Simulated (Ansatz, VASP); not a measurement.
## AlN in VASP and in Ansatz

Contents of POSCAR:

```
AlN
1.0
    3.1579071026      0.0000000000      0.0000000000
   -1.5789535514      2.7348277737      0.0000000000
    0.0000000000      0.0000000000     10.2307370800
Al N
4 4
Direct
    0.0000000000      0.0000000000     -0.0012654044
    0.3333333333      0.6666666667      0.2498392886
    0.0000000000      0.0000000000      0.4987345956
    0.6666666667      0.3333333333      0.7498392886
    0.0000000000      0.0000000000      0.1882105911
    0.3333333333      0.6666666667      0.4382155246
    0.0000000000      0.0000000000      0.6882105911
    0.6666666667      0.3333333333      0.9382155246
```

The input INCAR.step1:

```
SYSTEM = AlN
PREC = Accurate
ENCUT = 520
ISMEAR = 0
SIGMA = 0.01
LREAL = .FALSE.
LASPH = .TRUE.
NELM = 100
NBANDS = 26
GGA = PE
ALGO = Normal
EDIFF = 1E-4
LWAVE = .TRUE.
LCHARG = .FALSE.
```

Contents of INCAR.step2:

```
SYSTEM = AlN
PREC = Accurate
ENCUT = 520
EDIFF = 1E-6
ISMEAR = 0
SIGMA = 0.01
LREAL = .FALSE.
LASPH = .TRUE.
NELM = 100
ALGO = Normal
ISIF = 2
LWAVE = .FALSE.
LCHARG = .FALSE.
METAGGA = R2SCAN
LMIXTAU = .TRUE.
NBANDS = 26
ISTART = 1
```

KPOINTS

```
regular mesh
0
G
  9 9 2
  0 0 0
```

Input for Ansatz:

```yaml
crystal:
  lattice:
    - [3.1579071026, 0.0, 0.0]
    - [-1.5789535514, 2.7348277737, 0.0]
    - [0.0, 0.0, 10.23073708]
  atoms:
    - { symbol: Al, position: [0.0, 0.0, -0.0012654044] }
    - { symbol: Al, position: [0.3333333333, 0.6666666667, 0.2498392886] }
    - { symbol: Al, position: [0.0, 0.0, 0.4987345956] }
    - { symbol: Al, position: [0.6666666667, 0.3333333333, 0.7498392886] }
    - { symbol: "N", position: [0.0, 0.0, 0.1882105911] }
    - { symbol: "N", position: [0.3333333333, 0.6666666667, 0.4382155246] }
    - { symbol: "N", position: [0.0, 0.0, 0.6882105911] }
    - { symbol: "N", position: [0.6666666667, 0.3333333333, 0.9382155246] }
kpoints:
  mp_grid: { grid: [9, 9, 2] }
hamiltonian:
  xc: r2scan
scf:
  occupations: { method: fixed }
  n_extra_bands: 6
output:
  forces: true
  stress: true
  eigenvalues: true
```

Alike in both runs: task single point; functional r2SCAN; k mesh 9 × 9 × 2; no spin polarisation.

|  | VASP | Ansatz |
| --- | --- | --- |
| version | VASP 6.6.1 | Ansatz 0.2.0 |
| potentials or method | VASP PAW PBE potentials, release 64 (Al, N) | plane waves, PAW |
| plane-wave cutoff (eV) | 520 | 500 |
| occupations | gaussian, width 0.01 eV | fixed |
| valence electrons in the cell | 32 | 32 |

|  | VASP | Ansatz | Ansatz less VASP |
| --- | --- | --- | --- |
| gap on the k mesh at the Fermi level (eV) | 4.37 | 4.33 | -0.036 |
| pressure (GPa) | -11.4 | -11.0 | +0.40 |
| traceless stress, the component that is largest in VASP (GPa) | 0.23 | 0.22 | -0.007 |
| rms of the force components (eV/Å) | 0.006 | 0.007 | +0.0001 |

VASP's potentials were made for PBE, not for r2SCAN. Atom by atom the forces differ by 0.001 eV/Å (rms over components).
